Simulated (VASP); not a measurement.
Set up this calculation in VASP 6.6.1, as the native input.

```yaml
Task: single point
Functional: PBEsol
Potentials_or_basis: VASP PAW PBE potentials, release 64 (Ru_pv)
Cutoff: 520 eV
k_mesh: 18 × 18 × 10
Occupations: gaussian, width 0.15 eV
Spin: no spin polarisation
Dipole_correction: no
Further_INCAR_settings: ALGO = Fast; EDIFF = 1e-06; NBANDS = 21
```

The structure of Ru lies in POSCAR:

```
Ru
1.0
    2.6896847532      0.0000000000      0.0000000000
   -1.3448423766      2.3293353245      0.0000000000
    0.0000000000      0.0000000000      4.2523798378
Ru
2
Direct
    0.2512311325      0.6065636843      0.2500000000
    0.7487688675      0.3934363157      0.7500000000
```

This cell differs from its parent crystal: atoms displaced along several vibrational modes.

These files were run (other wordings do the same):

INCAR

```
ALGO = Fast
EDIFF = 1E-6
ENCUT = 520
GGA = PS
ISIF = 2
ISMEAR = 0
LASPH = True
LCHARG = True
LELF = True
LREAL = False
LVHAR = True
LWAVE = False
NBANDS = 21
NELM = 60
PREC = Accurate
SIGMA = 0.15
```

KPOINTS

```
k-points
0
Gamma
  18 18 10
```

Potentials or basis: VASP PAW PBE potentials, release 64 (Ru_pv).

Run with:

```bash
$ cat potpaw_PBE.64/Ru_pv/POTCAR > POTCAR
$ mpirun -np 1 vasp_std > vasp.out
```

It gave:

| Quantity | Value |
| --- | --- |
| Pressure | 8.2 GPa |
| Largest force | 2.418 eV/Å |
| Band gap on the k mesh | zero (bands 14 and 15 overlap by 3.05 eV) |

Caveat: the cell differs from its parent crystal (atoms displaced along several vibrational modes); the stress differs along the axes, from -2 to 18 GPa; the PAW data sets were made with another functional, which shifts forces and pressure a little.

It took 11 min on 1 thread of AMD EPYC 7R13, with other jobs on the host, peak memory 0.5 GiB.
